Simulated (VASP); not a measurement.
Here is a VASP 6.6.1 calculation.

Contents of INCAR:

```
SYSTEM = Al15P17
PREC     = Accurate       ! precision mode
ENCUT    = 520            ! plane-wave cutoff, eV
EDIFF    = 1E-6           ! SCF threshold, eV
ISMEAR   = 0              ! smearing method
SIGMA    = 0.01           ! smearing width, eV
LREAL    = Auto         
LASPH    = .TRUE.         ! aspherical terms in the spheres
NELM     = 150            ! most SCF steps
ALGO     = Normal         ! electronic algorithm
ISIF     = 2              ! what is computed and relaxed
LWAVE    = .FALSE.        ! write WAVECAR
LCHARG   = .FALSE.        ! write CHGCAR
ISPIN    = 2              ! spin polarisation
MAGMOM   = 0.2 0.2 0 0 0 0 0 0 0 0 0.2 0 0.2 0 0 0 0.2 0 0 0 0 0 0 0 0 0 0 0 0 0 0 0 ! initial moments
LORBIT   = 11             ! projections on sites
GGA      = PE             ! functional
NBANDS   = 91             ! bands
NELECT   = 129.0
```

The input KPOINTS:

```
Automatic mesh
0
Gamma
  2 2 2
  0.5 0.5 0.5
```

POSCAR

```
Al15P17
1.0
   -5.5073398843      5.5073398843     -5.5073398843
    5.5073398843     -5.5073398843     -5.5073398843
   -5.5073398843     -5.5073398843      5.5073398843
P Al
17 15
Direct
    0.5000000000      0.2500000000      0.2500000000
    0.5000000000      0.0043487878      0.2500000000
    0.2501094287      0.0001094287      0.5016783237
   -0.0015688950     -0.0016783237      0.7484311050
    0.7498905713      0.7515688950      0.2500000000
    0.7516783237      0.0001094287      0.0001094287
    0.5000000000      0.7515688950      0.4998905713
    0.2483216763      0.7484311050      0.7484311050
    0.0015688950      0.4998905713      0.2500000000
   -0.0015688950      0.7484311050     -0.0016783237
    0.7456512122      0.4956512122      0.4956512122
    0.5000000000      0.4998905713      0.7515688950
    0.2543487878      0.2500000000      0.2500000000
    0.2501094287      0.5016783237      0.0001094287
    0.0015688950      0.2500000000      0.4998905713
    0.7498905713      0.2500000000      0.7515688950
    0.5000000000      0.2500000000      0.0043487878
    0.2529573632      0.2500000000      0.5029739195
    0.0000000000      0.2500000000      0.7500000000
    0.7529739195      0.0029573632      0.2500000000
    0.7529739195      0.2500000000      0.0029573632
    0.5000000000      0.0029573632      0.5029739195
    0.2470260805     -0.0029739195      0.7499834437
    0.0000000000      0.7500000000      0.2500000000
    0.9999834437      0.9970260805      0.9970260805
    0.7470426368      0.7500165563      0.4970426368
    0.5000000000      0.7500000000      0.7500000000
    0.2529573632      0.5029739195      0.2500000000
    0.2470260805      0.7499834437     -0.0029739195
    0.0000165563      0.4970426368      0.4970426368
    0.7470426368      0.4970426368      0.7500165563
    0.5000000000      0.5029739195      0.0029573632
```

Potentials or basis: VASP PAW PBE potentials, release 64 (P, Al).

Command:

```console
$ cat potpaw_PBE.64/P/POTCAR potpaw_PBE.64/Al/POTCAR > POTCAR
$ mpirun -np 1 vasp_std > vasp.out
```

(1) What does it give for the net moment?

(2) What does it give for the largest force?

(3) Estimate the site moments.

## Answers

(1) 0.50 μB per cell.

(2) 0.008 eV/Å.

(3) P +0.05, +0.03, +0.00 (each value once); Al -0.00, +0.00 (each value once) μB.

Caveat: the k points lie up to 0.40 Å⁻¹ apart; the cell carries a net charge on a neutralising background, which shifts energy and pressure.
